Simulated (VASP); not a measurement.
**Lu: single point with LDA**

Lu:

```xyz
1
Lattice="3.0054 0.0000 0.0000 0.0000 3.0054 0.0000 0.0000 0.0000 3.0054" Properties=species:S:1:pos:R:3 pbc="T T T"
Lu    0.0000    0.0000    0.0000
```

```
Program             : VASP 6.6.1
Task                : single point
Functional          : LDA
Potentials or basis : VASP PAW PBE potentials, release 64 (Lu)
Cutoff              : 520 eV
k mesh              : 6 × 6 × 6
Occupations         : gaussian, width 0.05 eV
Spin                : no spin polarisation
```

| Property | Result |
| --- | --- |
| Pressure | 0.2 GPa |

Levels at points of the mesh, in eV from the Fermi level:
```
           k point  band 10  band 11  band 12  band 13  band 14  band 15  band 16  band 17
(0.00, 0.00, 0.00)    -5.17    -5.17    -5.12    -0.77    -0.77     7.12     7.12     7.12
(0.50, 0.00, 0.00)    -5.09    -5.09    -2.76     0.04     0.16     3.57     3.57     7.51
(0.50, 0.50, 0.00)    -5.11    -5.09    -2.41    -0.11     4.35     4.35     4.35     4.35
(0.50, 0.50, 0.50)    -5.12    -5.12    -0.82    -0.82    -0.82     6.52     9.60     9.60
```

Wall time 4.8 s on 1 thread of Intel Xeon 6975P-C, with other jobs on the host, peak memory 0.14 GiB.

Caveat: the PAW data sets were made with another functional, which shifts forces and pressure a little; spin-orbit coupling is left out, which moves the levels of the heavy elements.
